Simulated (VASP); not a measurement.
Set up this calculation in VASP 6.6.1, as the native input.

| Quantity | Value |
| --- | --- |
| Task | single point |
| Functional | PBE |
| Dispersion | D3(BJ) |
| Potentials or basis | VASP PAW PBE potentials, release 64 (Mg, O) |
| Cutoff | 600 eV |
| k mesh | 10 × 10 × 10 |
| Occupations | gaussian, width 0.02 eV |
| Spin | no spin polarisation |
| Dipole correction | no |
| Further INCAR settings | ALGO = Normal; EDIFF = 1e-06; NBANDS = 11 |

The structure of MgO (d3.b) lies in POSCAR:

```
MgO
1.0
    0.0000000000      2.0387209492      2.0387209492
    2.0387209492      0.0000000000      2.0387209492
    2.0387209492      2.0387209492      0.0000000000
Mg O
1 1
Direct
    0.0000000000      0.0000000000      0.0000000000
    0.5000000000      0.5000000000      0.5000000000
```

This cell differs from its parent crystal: volume scaled by 0.91.

These files were run (other wordings do the same):

INCAR

```
SYSTEM = MgO
PREC = Accurate
ENCUT = 600
EDIFF = 1E-6
ISMEAR = 0
SIGMA = 0.02
LREAL = .False.
LASPH = .True.
NELM = 120
ALGO = Normal
ISIF = 2
LWAVE = .False.
LCHARG = .False.
GGA = PE
IVDW = 12
NBANDS = 11
GGA_COMPAT = .False.
```

KPOINTS

```
Automatic mesh
0
Gamma
  10 10 10
  0 0 0
```

Potentials or basis: VASP PAW PBE potentials, release 64 (Mg, O).

Launch:

```bash
$ cat potpaw_PBE.64/Mg/POTCAR potpaw_PBE.64/O/POTCAR > POTCAR
$ mpirun -np 1 vasp_std > vasp.out
```

It gave:

The pressure is 17.3 GPa and the band gap on the k mesh is 5.74 eV, direct. The dispersion energy per atom is -0.324 eV.

It took 11 s on 1 thread of Intel Xeon 8259CL (shared host), peak memory 0.15 GiB.
